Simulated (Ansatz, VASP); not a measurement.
SnO2 in VASP and in Ansatz

```
Sn O
1.0
     4.76051    0.00000    0.00000
     0.00000    4.76070    0.00000
     0.00000    0.00000    3.20005
Sn O
2 4
Cartesian
  2.3803 2.3803 1.6000
  0.0000 0.0000 0.0000
  1.4559 1.4564 0.0000
  3.8362 0.9239 1.6000
  0.9243 3.8368 1.6000
  3.3046 3.3043 0.0000
```

Alike in both runs: task single point; functional HSE06; k mesh 2 × 2 × 4; no spin polarisation.

|  | VASP | Ansatz |
| --- | --- | --- |
| version | VASP 6.6.1 | Ansatz 0.2.0 |
| potentials or method | VASP PAW PBE potentials, release 64 (Sn_d, O) | plane waves, PAW |
| plane-wave cutoff (eV) | 520 | 420 |
| occupations | gaussian, width 0.01 eV | fixed |
| valence electrons in the cell | 52 | 52 |

Ansatz gave:

* gap on the k mesh at the Fermi level (eV): 2.86
* pressure (GPa): -1.6
* traceless stress, the component that is largest in VASP (GPa): -0.80
* rms of the force components (eV/Å): 0.039

Q: Estimate VASP's values.

A: gap on the k mesh at the Fermi level (eV): 2.86; pressure (GPa): -1.0; traceless stress, the component that is largest in VASP (GPa): -0.44; rms of the force components (eV/Å): 0.029.

Atom by atom the forces differ by 0.010 eV/Å (rms over components). Ansatz's warnings: stress exchange threshold loose, stress scf threshold loose.

The k mesh is coarse, so the values compare programs but aren't converged.
